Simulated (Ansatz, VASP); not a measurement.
**NbH2: VASP beside Ansatz**

INCAR

```
SYSTEM = NbH2
ALGO     = Normal         ! electronic algorithm
EDIFF    = 1E-8           ! SCF threshold, eV
ENCUT    = 520            ! plane-wave cutoff, eV
ISIF     = 2              ! what is computed and relaxed
ISMEAR   = -1             ! smearing method
LASPH    = .TRUE.         ! aspherical terms in the spheres
LCHARG   = .FALSE.        ! write CHGCAR
LEFG     = .TRUE.       
LREAL    = .FALSE.        ! projectors in reciprocal space
LWAVE    = .FALSE.        ! write WAVECAR
NBANDS   = 14             ! bands
NELM     = 60             ! most SCF steps
PREC     = Accurate       ! precision mode
SIGMA    = 0.03           ! smearing width, eV
```

The input KPOINTS:

```
k-points
0
G
  15 15 15
  0 0 0
```

The input POSCAR:

```
NbH2
1.0
    0.0000000000      2.3262466544      2.3262466544
    2.3262466544      0.0000000000      2.3262466544
    2.3262466544      2.3262466544      0.0000000000
Nb H
1 2
Direct
    0.0000000000      0.0000000000      0.0000000000
    0.2500000000      0.2500000000      0.2500000000
    0.7500000000      0.7500000000      0.7500000000
```

Input for Ansatz:

```yaml
crystal:
  lattice:
    - [0.0, 2.3262466544, 2.3262466544]
    - [2.3262466544, 0.0, 2.3262466544]
    - [2.3262466544, 2.3262466544, 0.0]
  atoms:
    - { symbol: Nb, position: [0.0, 0.0, 0.0] }
    - { symbol: H, position: [0.25, 0.25, 0.25] }
    - { symbol: H, position: [0.75, 0.75, 0.75] }
kpoints:
  mp_grid: { grid: [15, 15, 15] }
scf:
  occupations: { method: fermi_dirac, width: 0.03 }
hamiltonian:
  xc: lda
  pseudopotentials: { kind: paw }
output:
  forces: true
  stress: true
  eigenvalues: true
  efg: { contact_densities: true }
```

Change from the starting cell: volume scaled by 1.06, PAW files.

Alike in both runs: task electric field gradients; functional LDA; k mesh 15 × 15 × 15; occupations fermi-dirac, width 0.03 eV; no spin polarisation.

|  | VASP | Ansatz |
| --- | --- | --- |
| version | VASP 6.6.1 | Ansatz 0.2.0 |
| potentials or method | VASP PAW LDA potentials, release 64 (Nb_sv, H) | PAW with Ansatz's default frozen-core files, scalar-relativistic |
| plane-wave cutoff (eV) | 520 | 420 |
| valence electrons in the cell | 15 | 15 |

VASP gave:

```
pressure (GPa) : -16.8
```

Task: What did Ansatz give for the same quantities?

Result: Pressure (GPa): -16.7.

LDA's correlation is that of Perdew and Zunger in VASP and of Perdew and Wang (1992) in Ansatz.
